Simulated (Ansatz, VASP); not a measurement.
Sn2Pb: VASP beside Ansatz

INCAR

```
SYSTEM = Sn2Pb
ALGO = Fast
EDIFF = 1E-6
ENCUT = 520
GGA = PE
ISIF = 2
ISMEAR = 0
LASPH = .TRUE.
LCHARG = .FALSE.
LREAL = .FALSE.
LWAVE = .FALSE.
NBANDS = 28
NELM = 60
PREC = Accurate
SIGMA = 0.1
```

File KPOINTS:

```
k-points
0
G
  6 6 6
  0 0 0
```

The input POSCAR:

```
Sn2Pb
1.0
   -2.0073522063      2.0073522063      4.9242858810
    2.0073522063     -2.0073522063      4.9242858810
    2.0073522063      2.0073522063     -4.9242858810
Sn Pb
2 1
Direct
    0.6650000000      0.6650000000      0.0000000000
    0.3350000000      0.3350000000      0.0000000000
    0.0000000000      0.0000000000      0.0000000000
```

Input for Ansatz:

```yaml
crystal:
  lattice:
    - [-2.0073522063, 2.0073522063, 4.924285881]
    - [2.0073522063, -2.0073522063, 4.924285881]
    - [2.0073522063, 2.0073522063, -4.924285881]
  atoms:
    - { symbol: Sn, position: [0.665, 0.665, 0.0] }
    - { symbol: Sn, position: [0.335, 0.335, 0.0] }
    - { symbol: Pb, position: [0.0, 0.0, 0.0] }
basis:
  ecutwfc: 420
kpoints:
  mp_grid: { grid: [6, 6, 6] }
hamiltonian:
  xc: pbe
scf:
  occupations: { method: gaussian, width: 0.1 }
  lower_state_search: "off"
output:
  forces: true
  stress: true
  eigenvalues: true
```

Alike in both runs: task single point; functional PBE; k mesh 6 × 6 × 6; occupations gaussian, width 0.1 eV; no spin polarisation.

```csv
,VASP,Ansatz
version,VASP 6.6.1,Ansatz 0.2.0
potentials or method,"VASP PAW PBE potentials, release 64 (Sn_d, Pb_d), cutoff 520 eV","scalar-relativistic, plane waves, PAW"
valence electrons in the cell,42,42
```

```csv
,VASP,Ansatz,Ansatz less VASP
gap on the k mesh at the Fermi level (eV),none,none,-
pressure (GPa),6.0,6.0,+0.07
"traceless stress, the component that is largest in VASP (GPa)",0.94,0.95,+0.007
rms of the force components (eV/Å),0.140,0.140,-0.0002
```

Atom by atom the forces differ by 0.000 eV/Å (rms over components). A gap of «none» marks a metal or a gap that the smearing closes.

The k mesh is coarse, so the values compare programs but aren't converged. Neither program's run includes spin-orbit coupling.
